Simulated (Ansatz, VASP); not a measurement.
Two plane-wave programs on C

The input INCAR:

```
ALGO = Normal
EDIFF = 1E-8
ENCUT = 520
GGA = PE
ISIF = 2
ISMEAR = 0
IVDW = 12
LASPH = T
LCHARG = F
LEFG = T
LREAL = F
LWAVE = F
NBANDS = 11
NELM = 80
PREC = Accurate
SIGMA = 0.01
```

KPOINTS

```
k-points
0
Gamma
  14 14 8
```

File POSCAR:

```
C
1.0
    2.1346726849     -1.2324636280     -0.0109748603
    2.1346726849      1.2324636280     -0.0109748603
   -1.4018983539      0.0000000000      3.3805172231
C
2
Direct
    0.8333721112      0.8333721112      0.0001159981
    0.1666278888      0.1666278888      0.9998840019
```

Input for Ansatz:

```yaml
crystal:
  lattice:
    - [2.1346726849, -1.232463628, -0.0109748603]
    - [2.1346726849, 1.232463628, -0.0109748603]
    - [-1.4018983539, 0.0, 3.3805172231]
  atoms:
    - { symbol: C, position: [0.8333721112, 0.8333721112, 0.0001159981] }
    - { symbol: C, position: [0.1666278888, 0.1666278888, 0.9998840019] }
basis:
  ecutwfc: 420
kpoints:
  mp_grid: { grid: [14, 14, 8] }
hamiltonian:
  xc: pbe
  dispersion: d3bj
scf:
  occupations: { method: fixed }
output:
  forces: true
  stress: true
  eigenvalues: true
  efg: {}
checkpoint:
  read: start.run
  write: ck
  compress: false
  write_wavefunctions: false
  write_every: 100000
```

Alike in both runs: task electric field gradients; functional PBE; dispersion D3(BJ); k mesh 14 × 14 × 8; no spin polarisation.

|  | VASP | Ansatz |
| --- | --- | --- |
| version | VASP 6.6.1 | Ansatz 0.2.0 |
| potentials or method | VASP PAW PBE potentials, release 64 (C), cutoff 520 eV | scalar-relativistic, plane waves, PAW |
| occupations | gaussian, width 0.01 eV | fixed |
| valence electrons in the cell | 8 | 8 |

Ansatz gave:

- gap on the k mesh at the Fermi level (eV): 0.69
- least direct gap on the mesh (eV): 0.69
- pressure (GPa): 0.0
- traceless stress, the component that is largest in VASP (GPa): 0.00
- size of Vzz on the site where it differs most (V/Å²): 23.1

Q: Estimate VASP's values.

A: gap on the k mesh at the Fermi level (eV): 0.69; least direct gap on the mesh (eV): 0.69; pressure (GPa): 0.4; traceless stress, the component that is largest in VASP (GPa): -0.52; size of Vzz on the site where it differs most (V/Å²): 30.5.
